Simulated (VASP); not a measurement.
A run of VASP 6.6.1:

Contents of INCAR:

```
SYSTEM = WC
PREC     = Accurate       ! precision mode
ENCUT    = 520            ! plane-wave cutoff, eV
EDIFF    = 1E-6           ! SCF threshold, eV
ISMEAR   = -1             ! smearing method
SIGMA    = 0.05           ! smearing width, eV
LREAL    = .FALSE.        ! projectors in reciprocal space
LASPH    = .TRUE.         ! aspherical terms in the spheres
NELM     = 60             ! most SCF steps
ALGO     = Normal         ! electronic algorithm
ISIF     = 2              ! what is computed and relaxed
LWAVE    = .FALSE.        ! write WAVECAR
LCHARG   = .TRUE.         ! write CHGCAR
GGA      = PS             ! functional
LELF     = .TRUE.         ! ELF
LVHAR    = .TRUE.       
NBANDS   = 16             ! bands
```

Contents of KPOINTS:

```
Automatic mesh
0
G
  11 11 11
  0 0 0
```

Contents of POSCAR:

```
WC
1.0
    0.0000000000      2.1705341624      2.1705341624
    2.1705341624      0.0000000000      2.1705341624
    2.1705341624      2.1705341624      0.0000000000
W C
1 1
Direct
    0.0000000000      0.0000000000      0.0000000000
    0.5000000000      0.5000000000      0.5000000000
```

Potentials or basis: VASP PAW PBE potentials, release 64 (W_sv, C).

The run is started by

```console
$ cat potpaw_PBE.64/W_sv/POTCAR potpaw_PBE.64/C/POTCAR > POTCAR
$ mpirun -np 1 vasp_std > vasp.out
```

Hardware: 1 thread of AMD EPYC 7R43 64-Core Processor (Zen 3), on a shared host.

Task: Estimate the wall time of this run.

Result: Run time: 16 s on 1 thread of AMD EPYC 7R43 64-Core Processor (Zen 3), with other jobs on the host, peak memory 0.12 GiB. Counts: scf iterations 12, k points 56.
